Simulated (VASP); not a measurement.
# Zr2TiC3 (I4/mmm) in VASP: single point with PBE

Aim: the single point of Zr2TiC3 with PBE.

Program: VASP 6.6.1. These are calculated values, not measurements. Logs are shortened: lines on timing, memory, paths and dates and some standing lists are left out, and cuts for length are marked.

## Step 1: The cell of the first run

Symmetry: I4/mmm, No. 139, tetragonal system. The conventional cell has a = 3.262 Å, b = 3.262 Å, c = 13.752 Å, α = 90.00°, β = 90.00°, γ = 90.00°. Within 3.0 Å of Zr (site symmetry 4mm) lie 6 C at 2.25 to 2.41 Å. Within 2.9 Å of Ti (site symmetry 4/mmm) lie 6 C at 2.22 to 2.31 Å. Within 2.9 Å of C (site symmetry 4mm) lie 1 Ti at 2.22 Å and 5 Zr at 2.31 to 2.41 Å. C (site symmetry 4/mmm) has 2 Zr at 2.25 Å and 4 Ti at 2.31 Å within 3.0 Å.

## Step 2: Single point, PBE

INCAR reads:

```
SYSTEM = Zr2TiC3
PREC = Accurate
ENCUT = 520
EDIFF = 1E-6
ISMEAR = 0
SIGMA = 0.1
LREAL = .False.
LASPH = .True.
NELM = 60
ALGO = Normal
ISIF = 2
LWAVE = .False.
LCHARG = .False.
GGA = PE
NBANDS = 33
```

KPOINTS reads:

```
regular mesh
0
Gamma
  16 16 16
  0 0 0
```

POSCAR reads:

```
Zr2TiC3
1.0
   -1.6308649000      1.6308649000      6.8758146000
    1.6308649000     -1.6308649000      6.8758146000
    1.6308649000      1.6308649000     -6.8758146000
Zr Ti C
2 1 3
Direct
    0.8365370000      0.8365370000      0.0000000000
    0.1634630000      0.1634630000      0.0000000000
    0.5000000000      0.5000000000      0.0000000000
    0.6612400000      0.6612400000      0.0000000000
    0.3387600000      0.3387600000      0.0000000000
    0.0000000000      0.0000000000      0.0000000000
```

Potentials or basis: VASP PAW PBE potentials, release 64 (Zr_sv, Ti_sv, C).

On the command line:

```bash
> cat potpaw_PBE.64/Zr_sv/POTCAR potpaw_PBE.64/Ti_sv/POTCAR potpaw_PBE.64/C/POTCAR > POTCAR
> mpirun -np 1 vasp_std > vasp.out
```

OUTCAR:

```text
SYSTEM = Zr2TiC3
   PREC = Accurate
   ENCUT = 520
   EDIFF = 1E-6
   ISMEAR = 0
   LREAL = .False.
   LASPH = .True.
   NELM = 60
   ISIF = 2
   GGA = PE

 ion  position               nearest neighbor table
   1  0.837  0.837  0.000-   6 2.25   5 2.31   5 2.31   5 2.31   5 2.31   4 2.41   3 3.22   3 3.22
                             3 3.22   3 3.22   2 3.31   2 3.31   2 3.31   2 3.31
   2  0.163  0.163  0.000-   6 2.25   4 2.31   4 2.31   4 2.31   4 2.31   5 2.41   3 3.22   3 3.22
                             3 3.22   3 3.22   1 3.31   1 3.31   1 3.31   1 3.31
   3  0.500  0.500  0.000-   4 2.22   5 2.22   6 2.31   6 2.31   6 2.31   6 2.31   1 3.22   2 3.22
                             1 3.22   2 3.22   1 3.22   2 3.22   1 3.22   2 3.22
   4  0.661  0.661  0.000-   3 2.22   2 2.31   2 2.31   2 2.31   2 2.31   1 2.41
   5  0.339  0.339  0.000-   3 2.22   1 2.31   1 2.31   1 2.31   1 2.31   2 2.41
   6  0.000  0.000  0.000-   1 2.25   2 2.25   3 2.31   3 2.31   3 2.31   3 2.31

  LATTYP: Found a body centered tetragonal cell.
 ALAT       =     3.2617298000
 C/A-ratio  =     4.2160540705

  Lattice vectors:

 A1 = (  -1.6308649000,   1.6308649000,   6.8758146000)
 A2 = (   1.6308649000,  -1.6308649000,   6.8758146000)
 A3 = (   1.6308649000,   1.6308649000,  -6.8758146000)

Analysis of symmetry for initial positions (statically):
=====================================================================
 Subroutine PRICEL returns:
 Original cell was already a primitive cell.

 Routine SETGRP: Setting up the symmetry group for a
 body centered tetragonal supercell.

 Subroutine GETGRP returns: Found 16 space group operations
 (whereof 16 operations were pure point group operations)
 out of a pool of 16 trial point group operations.

The static configuration has the point symmetry D_4h.

Analysis of symmetry for dynamics (positions and initial velocities):
=====================================================================
 Subroutine PRICEL returns:
 Original cell was already a primitive cell.

 Routine SETGRP: Setting up the symmetry group for a
 body centered tetragonal supercell.

 Subroutine GETGRP returns: Found 16 space group operations
 (whereof 16 operations were pure point group operations)
 out of a pool of 16 trial point group operations.

The dynamic configuration has the point symmetry D_4h.

 Subroutine INISYM returns: Found 16 space group operations
 (whereof 16 operations are pure point group operations),
 and found     1 'primitive' translations

----------------------------------------------------------------------------------------

                                     Primitive cell

  volume of cell :      73.1510

  direct lattice vectors                    reciprocal lattice vectors
    -1.630864900  1.630864900  6.875814600     0.000000000  0.306585788  0.072718656
     1.630864900 -1.630864900  6.875814600     0.306585788  0.000000000  0.072718656
     1.630864900  1.630864900 -6.875814600     0.306585788  0.306585788  0.000000000

  length of vectors
     7.252328389  7.252328389  7.252328389     0.315091809  0.315091809  0.433577779

  position of ions in fractional coordinates (direct lattice)
     0.836537000  0.836537000  0.000000000
     0.163463000  0.163463000  0.000000000
     0.500000000  0.500000000  0.000000000
     0.661240000  0.661240000  0.000000000
     0.338760000  0.338760000  0.000000000
     0.000000000  0.000000000  0.000000000

  ion indices of the primitive-cell ions
   primitive index   ion index
                 1           1
                 2           2
                 3           3
                 4           4
                 5           5
                 6           6

----------------------------------------------------------------------------------------

 KPOINTS: regular mesh

Automatic generation of k-mesh.
 Grid dimensions read from file:
 generate k-points for:   16   16   16

 Generating k-lattice:

  Cartesian coordinates                     Fractional coordinates (reciprocal lattice)
     0.000000000  0.019161612  0.004544916     0.062500000  0.000000000 -0.000000000
     0.019161612  0.000000000  0.004544916     0.000000000  0.062500000 -0.000000000
     0.019161612  0.019161612  0.000000000     0.000000000  0.000000000  0.062500000

  Length of vectors
     0.019693238  0.019693238  0.027098611

  Shift w.r.t. Gamma in fractional coordinates (k-lattice)
     0.000000000  0.000000000  0.000000000

 Subroutine IBZKPT returns following result:
 ===========================================

 Found    349 irreducible k-points:

 Following reciprocal coordinates:
            Coordinates               Weight
  0.000000  0.000000  0.000000      1.000000
  0.062500  0.000000 -0.000000      8.000000
  0.125000  0.000000 -0.000000      8.000000
  0.187500  0.000000 -0.000000      8.000000
  0.250000  0.000000 -0.000000      8.000000
  0.312500  0.000000 -0.000000      8.000000
[... 16 lines left out ...]
 -0.125000  0.062500  0.000000     16.000000
 -0.062500  0.062500  0.000000      4.000000
 [... further k-points ...]
   k-points           NKPTS =    349   k-points in BZ     NKDIM =    349   number of bands    NBANDS=     33
   number of dos      NEDOS =    301   number of ions     NIONS =      6
   total plane-waves  NPLWV = 157464
   dimension x,y,z NGX =    54 NGY =   54 NGZ =   54
   dimension x,y,z NGXF=   108 NGYF=  108 NGZF=  108
   ions per type =               2   1   3
   NGX,Y,Z   is equivalent  to a cutoff of  12.38, 12.38, 12.38 a.u.
   NGXF,Y,Z  is equivalent  to a cutoff of  24.76, 24.76, 24.76 a.u.
 SYSTEM =  Zr2TiC3
   PREC   = accura    normal or accurate (medium, high low for compatibility)
   ISTART =      0    job   : 0-new  1-cont  2-samecut
   ICHARG =      2    charge: 1-file 2-atom 10-const
   ISPIN  =      1    spin polarized calculation?
   LNONCOLLINEAR =      F non collinear calculations
   LSORBIT =      F    spin-orbit coupling
   LASPH  =      T    aspherical Exc in radial PAW
   ENCUT  =  520.0 eV  38.22 Ry    6.18 a.u.  13.48 13.48 13.48*2*pi/ulx,y,z
   NELM   =     60;   NELMIN=  2; NELMDL= -5     # of ELM steps
   EDIFF  = 0.1E-05   stopping-criterion for ELM
   LREAL  =      F    real-space projection
   EDIFFG = 0.1E-04   stopping-criterion for IOM
   NSW    =      0    number of steps for IOM
   IBRION =     -1    ionic relax: 0-MD 1-quasi-New 2-CG
   NFREE  =      0    steps in history (QN), initial steepest desc. (CG)
   ISIF   =      2    stress and relaxation
   ISYM   =      2    0-nonsym 1-usesym 2-fastsym
   POTIM  = 0.5000    time-step for ionic-motion
   TEBEG  =    0.0;   TEEND  =   0.0 temperature during run
   PSTRESS=    0.0 pullay stress
   NELECT =      48.0000    total number of electrons
   NUPDOWN=      -1.0000    fix difference up-down
   EMIN   =  10.00;   EMAX   =-10.00  energy-range for DOS
   EFERMI =   0.00;   METHOD = LEGACY
   ISMEAR =     0;   SIGMA  =   0.10  broadening in eV -4-tet -1-fermi 0-gaus
   EFERMI_NEDOS =   21; number of points for ismear=-14 and -15
   IALGO  =     38    algorithm
   IMIX   =      4    mixing-type and parameters
     AMIX     =   0.40;   BMIX     =  1.00
     AMIX_MAG =   1.60;   BMIX_MAG =  1.00
  volume/ion in A,a.u.               =      12.19        82.27
  Fermi-wavevector in a.u.,A,eV,Ry     =   1.422597  2.688318 27.535226  2.023782
  Thomas-Fermi vector in A             =   2.543284
   LORBIT       =      0    0 simple, 1 ext, 2 COOP (PROOUT), +10 PAW based schemes
   GGA     = PE    functional components
   LHFCALC =     F    Hartree Fock is set to
   AEXX    =    0.0000 exact exchange contribution
   IVDW    =     0    specifies the selected vdW correction
   LEPSILON=     F    determine dielectric tensor
   LRPA    =     F    only Hartree local field effects (RPA)
 non-spin polarized calculation
 Gauss-broadening in eV      SIGMA  =   0.10
  energy-cutoff  :      520.00
  volume of cell :       73.15
 maximum number of plane-waves:      1996
 NGX is ok and might be reduce to    54
   NGX = 27   NGY = 27   NGZ = 27

 number of electron      48.0000003 magnetization

 Free energy of the ion-electron system (eV)
  ---------------------------------------------------
  ext. energy  EPLUGINS =         0.00000000
  ---------------------------------------------------
  free energy    TOTEN  =       -57.21497319 eV

  energy without entropy =      -57.21057083  energy(sigma->0) =      -57.21277201

 E-fermi :   9.3970     XC(G=0): -12.2265

 val. band max:        9.3890756917   @ k =  -0.3750   0.1875   0.0625
 cond. band min:       9.3987008994   @ k =  -0.4375   0.3750   0.0000
 fundamental gap:      0.0096252077
 Fermi energy:         9.3969854237

 k-point     1 :       0.0000    0.0000    0.0000
  band No.  band energies     occupation
      1     -47.5329      2.00000
      2     -38.5177      2.00000
      3     -38.4472      2.00000
      4     -23.7308      2.00000
      5     -23.7308      2.00000
      6     -23.7296      2.00000
[... 25 lines left out ...]
     32      12.9510      0.00000
     33      13.4133      0.00000

 k-point     2 :       0.0625    0.0000   -0.0000
  band No.  band energies     occupation
      1     -47.5325      2.00000
      2     -38.5154      2.00000
      3     -38.4462      2.00000
      4     -23.7360      2.00000
      5     -23.7302      2.00000
      6     -23.7291      2.00000
[... 25 lines left out ...]
     32      13.2356      0.00000
     33      13.4050      0.00000
[... 754 lines left out ...]
     32      13.2199      0.00000
     33      13.3991      0.00000

 k-point    24 :      -0.0625    0.0625    0.0000
  band No.  band energies     occupation
      1     -47.5321      2.00000
      2     -38.5131      2.00000
      3     -38.4452      2.00000
      4     -23.7356      2.00000
      5     -23.7351      2.00000
      6     -23.7287      2.00000
[... 25 lines left out ...]
     32      13.2620      0.00000
     33      13.3743      0.00000

 [... further k-points ...]

------------------------ aborting loop because EDIFF is reached ----------------------------------------

  FORCE on cell =-STRESS in cart. coord.  units (eV):
  Direction    XX          YY          ZZ          XY          YZ          ZX
  --------------------------------------------------------------------------------------
  -------------------------------------------------------------------------------------
  Total        0.1135571      0.1135571      0.1538560      0.0000000     -0.0000000      0.0000000
  in kB        2.4871654      2.4871654      3.3698057      0.0000000     -0.0000000      0.0000000
  external PRESSURE =       2.7813788 kB  Pullay stress =       0.0000000 kB

 VOLUME and BASIS-vectors are now :
 -----------------------------------------------------------------------------
  energy-cutoff  :      520.00
  volume of cell :       73.15
      direct lattice vectors                 reciprocal lattice vectors
    -1.630864900  1.630864900  6.875814600     0.000000000  0.306585788  0.072718656
     1.630864900 -1.630864900  6.875814600     0.306585788  0.000000000  0.072718656
     1.630864900  1.630864900 -6.875814600     0.306585788  0.306585788  0.000000000

 POSITION                                       TOTAL-FORCE (eV/Angst)
 -----------------------------------------------------------------------------------
      0.00000      0.00000     11.50375         0.000000      0.000000     -0.007665
      0.00000      0.00000      2.24788        -0.000000     -0.000000      0.007665
      0.00000      0.00000      6.87581         0.000000      0.000000     -0.000000
      0.00000      0.00000      9.09313         0.000000      0.000000      0.004114
      0.00000      0.00000      4.65850        -0.000000     -0.000000     -0.004114
      0.00000      0.00000      0.00000         0.000000      0.000000     -0.000000
 -----------------------------------------------------------------------------------
    total drift:                                0.000000      0.000000      0.000000

  FREE ENERGIE OF THE ION-ELECTRON SYSTEM (eV)
  ---------------------------------------------------
  free  energy   TOTEN  =       -57.2149731861 eV

  energy  without entropy=      -57.2105708313  energy(sigma->0) =      -57.21277201
```

Wall time 31 min (1 thread of Intel Xeon 6975P-C (Granite Rapids), shared host); peak memory 0.97 GiB.

What came out:

- Free energy: -57.2150 eV
- Pressure: 0.3 GPa
- Largest force: 0.008 eV/Å
- Band gap on the k mesh: zero (band 24 reaches 10.33 eV, above the bottom of band 25 at 9.06 eV)

Forces in eV/Å, atoms in the order of the input:
```
Zr   0.000  0.000 -0.008
Zr   0.000  0.000  0.008
Ti   0.000  0.000  0.000
C    0.000  0.000  0.004
C    0.000  0.000 -0.004
C    0.000  0.000  0.000
```

Levels at points of the mesh, in eV from the Fermi level:
```tsv
k point	band 21	band 22	band 23	band 24	band 25	band 26	band 27	band 28
(0.00, 0.00, 0.00)	-0.49	-0.25	-0.25	0.93	0.97	0.97	1.10	1.11
(0.50, 0.00, 0.00)	-2.79	-2.74	-2.39	-2.08	2.06	2.41	2.75	3.69
(0.50, 0.50, 0.00)	-2.06	-1.94	-1.65	0.01	0.11	1.69	2.02	2.74
(0.50, 0.50, 0.50)	-0.36	-0.36	-0.36	0.06	0.13	0.15	0.15	1.64
```
